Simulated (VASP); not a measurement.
A run of VASP 6.6.1 is set up as follows.

Contents of INCAR:

```
ALGO = Normal
EDIFF = 1E-7
ENCUT = 520
GGA = PE
ISIF = 2
ISMEAR = 0
LASPH = True
LCHARG = False
LREAL = False
LWAVE = False
NBANDS = 8
NELM = 60
PREC = Accurate
SIGMA = 0.15
```

Contents of KPOINTS:

```
k-points
0
Gamma
  22 22 22
```

File POSCAR:

```
Al
1.0
   -1.5882273931      1.5882273931      1.5882273931
    1.5882273931     -1.5882273931      1.5882273931
    1.5882273931      1.5882273931     -1.5882273931
Al
1
Direct
    0.0000000000      0.0000000000      0.0000000000
```

Potentials or basis: VASP PAW PBE potentials, release 64 (Al).

The run is started by

```bash
$ cat potpaw_PBE.64/Al/POTCAR > POTCAR
$ mpirun -np 1 vasp_std > vasp.out
```

Predict the pressure.

4.2 GPa.
